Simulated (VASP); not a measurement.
Runs of VASP 6.6.1 on Pd. The structure is that of space group P6/mmm (No. 191), or close to it. The cells are those of the table. This isn't the form of Pd at room conditions, which is fcc.

| task | cell | k mesh | cutoff (eV) | gap on the mesh (eV) | pressure (GPa) | relaxed volume (Å³/atom) |
| --- | --- | --- | --- | --- | --- | --- |
| single point | a = 2.663, b = 2.663, c = 2.488 Å, angles 90.0, 90.0, 120.0°, 1 atom | 9 × 9 × 8 | 520 | none | 5.5 | - |
| single point | a = 2.647, b = 2.647, c = 2.598 Å, angles 90.0, 90.0, 120.0°, 1 atom | 9 × 9 × 8 | 520 | none | (a) | - |
| single point | a = 2.645, b = 2.645, c = 2.598 Å, angles 90.0, 90.0, 120.0°, 1 atom | 24 × 24 × 22 | 520 | none | -0.4 | - |
| relaxation of cell and atoms | relaxed from a = 2.647, b = 2.647, c = 2.598 Å, angles 90.0, 90.0, 120.0°, 1 atom | 24 × 24 × 22 | 600 | none | 0.0 | 15.70 |
| relaxation of cell and atoms | relaxed from a = 2.663, b = 2.663, c = 2.488 Å, angles 90.0, 90.0, 120.0°, 1 atom | 9 × 9 × 8 | 600 | none | 0.1 | 15.70 |

Alike in all rows: level PBEsol; potentials or basis VASP PAW PBE potentials, release 64 (Pd); no spin polarisation; smearing gaussian 0.1 eV.

Problem. Estimate the missing entries.

Solution. (a) -0.5.

Caveats: the PAW data sets were made with another functional, which shifts forces and pressure a little; the stress differs along the axes, from -2 to 21 GPa (at least some runs).

A k mesh can miss the band edges, and the runs leave out spin-orbit coupling on Pd.

A gap of «none» marks levels without a gap at the run's occupations.
